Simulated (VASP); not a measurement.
Wanted: the native input for a VASP 6.6.1 run.

```yaml
Task: single point
Functional: r2SCAN
Potentials_or_basis: VASP PAW PBE potentials, release 64 (K_sv, S)
Cutoff: 550 eV
k_mesh: 6 × 6 × 6
Occupations: gaussian, width 0.01 eV
Spin: no spin polarisation
Dipole_correction: no
Further_INCAR_settings: ALGO = Normal; EDIFF = 1e-06; NBANDS = 19
```

K2S:

```xyz
3
Lattice="3.6028 3.6028 0.0000 -3.6028 3.6028 0.0000 0.0000 3.6028 3.6028" Properties=species:S:1:pos:R:3 pbc="T T T"
K    -1.8014    5.4043    1.8014
K     1.8014    5.4043    1.8014
S     0.0000    0.0000    0.0000
```

The input as run:

POSCAR

```
K2S
1.0
    3.6028417878      3.6028417878      0.0000000000
   -3.6028417878      3.6028417878      0.0000000000
    0.0000000000      3.6028417878      3.6028417878
K S
2 1
Direct
    0.2500000000      0.7500000000      0.5000000000
    0.7500000000      0.2500000000      0.5000000000
    0.0000000000      0.0000000000      0.0000000000
```

INCAR.step1

```
SYSTEM = K2S
PREC     = Accurate       ! precision mode
ENCUT    = 550            ! plane-wave cutoff, eV
ISMEAR   = 0              ! smearing method
SIGMA    = 0.01           ! smearing width, eV
LREAL    = .FALSE.        ! projectors in reciprocal space
LASPH    = .TRUE.         ! aspherical terms in the spheres
NELM     = 120            ! most SCF steps
NBANDS   = 19             ! bands
GGA      = PE             ! functional
ALGO     = Normal         ! electronic algorithm
EDIFF    = 1E-5           ! SCF threshold, eV
LWAVE    = .TRUE.         ! write WAVECAR
LCHARG   = .FALSE.        ! write CHGCAR
GGA_COMPAT= .FALSE.
```

INCAR.step2

```
SYSTEM = K2S
PREC     = Accurate       ! precision mode
ENCUT    = 550            ! plane-wave cutoff, eV
EDIFF    = 1E-6           ! SCF threshold, eV
ISMEAR   = 0              ! smearing method
SIGMA    = 0.01           ! smearing width, eV
LREAL    = .FALSE.        ! projectors in reciprocal space
LASPH    = .TRUE.         ! aspherical terms in the spheres
NELM     = 120            ! most SCF steps
ALGO     = Normal         ! electronic algorithm
ISIF     = 2              ! what is computed and relaxed
LWAVE    = .FALSE.        ! write WAVECAR
LCHARG   = .FALSE.        ! write CHGCAR
METAGGA  = R2SCAN         ! meta-GGA
LMIXTAU  = .TRUE.       
NBANDS   = 19             ! bands
ISTART   = 1            
GGA_COMPAT= .FALSE.
```

KPOINTS

```
regular mesh
0
G
  6 6 6
  0 0 0
```

Potentials or basis: VASP PAW PBE potentials, release 64 (K_sv, S).

Launch:

```sh
$ cat potpaw_PBE.64/K_sv/POTCAR potpaw_PBE.64/S/POTCAR > POTCAR
$ cp INCAR.step1 INCAR
$ mpirun -np 1 vasp_std > vasp.out
$ cp INCAR.step2 INCAR
$ mpirun -np 1 vasp_std > vasp.out
```

It gave:

```
Pressure               : 2.0 GPa
Band gap on the k mesh : 2.97 eV (least direct gap 3.25 eV)
```

Caveat: the PAW data sets were made with another functional, which shifts forces and pressure a little.

Run time: 85 s on 1 thread of AMD EPYC 9R45 96-Core Processor (Zen 5) (shared host), peak memory 0.23 GiB.
